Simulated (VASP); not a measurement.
Here is a VASP 6.6.1 calculation.

Contents of INCAR:

```
SYSTEM = Zr
  ALGO = Normal
  EDIFF = 1E-7
  ENCUT = 520
  GGA = PE
  ISIF = 2
  ISMEAR = -1
  LASPH = .True.
  LCHARG = .False.
  LREAL = .False.
  LWAVE = .False.
  NBANDS = 12
  NELM = 80
  PREC = Accurate
  SIGMA = 0.06122561905347299
```

Contents of KPOINTS:

```
k-points
0
Gamma
  41 41 41
  0 0 0
```

POSCAR

```
Zr
1.0
    0.0000000000      2.2339649492      2.2339649492
    2.2339649492      0.0000000000      2.2339649492
    2.2339649492      2.2339649492      0.0000000000
Zr
1
Direct
    0.0000000000      0.0000000000      0.0000000000
```

Potentials or basis: VASP PAW PBE potentials, release 64 (Zr_sv).

Command:

```console
$ cat potpaw_PBE.64/Zr_sv/POTCAR > POTCAR
$ mpirun -np 1 vasp_std > vasp.out
```

(1) What does it give for the pressure?

(2) Predict the band gap on the k mesh.

Results:

(1) 3.9 GPa.

(2) zero (bands 6 and 7 overlap by 1.67 eV).

Caveat: the cell stands under pressure.
